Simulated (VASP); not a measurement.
Wanted: the native input for a VASP 6.6.1 run.

| Item | Value |
| --- | --- |
| Task | single point |
| Functional | PBEsol |
| Potentials or basis | VASP PAW PBE potentials, release 64 (Ca_sv) |
| Cutoff | 520 eV |
| k mesh | 11 × 11 × 6 |
| Occupations | fermi-dirac, width 0.05 eV |
| Spin | no spin polarisation |
| Dipole correction | no |
| Further INCAR settings | ALGO = Normal; EDIFF = 1e-06; NBANDS = 17 |

The structure of Ca lies in POSCAR:

```
Ca
1.0
    1.9972168119     -3.4401728064      0.0000000000
    1.9972168119      3.4401728064      0.0000000000
    0.0000000000      0.0000000000      6.5947677699
Ca
2
Direct
    0.8355866000      0.1644134000      0.2500000000
    0.1644134000      0.8355866000      0.7500000000
```

These files were run (other wordings do the same):

INCAR

```
PREC = Accurate
ENCUT = 520
EDIFF = 1E-6
ISMEAR = -1
SIGMA = 0.05
LREAL = False
LASPH = True
NELM = 60
ALGO = Normal
ISIF = 2
LWAVE = False
LCHARG = True
GGA = PS
LELF = True
LVHAR = True
NBANDS = 17
```

KPOINTS

```
Automatic mesh
0
Gamma
  11 11 6
```

Potentials or basis: VASP PAW PBE potentials, release 64 (Ca_sv).

Command:

```sh
$ cat potpaw_PBE.64/Ca_sv/POTCAR > POTCAR
$ mpirun -np 1 vasp_std > vasp.out
```

It gave:

```
Pressure               : -1.6 GPa
Largest force          : 0.015 eV/Å
Band gap on the k mesh : zero (bands 10 and 11 overlap by 0.50 eV)
```

Caveat: the PAW data sets were made with another functional, which shifts forces and pressure a little.

It took 5 min on 1 thread of Intel Xeon 8259CL, on a shared host, peak memory 0.33 GiB.
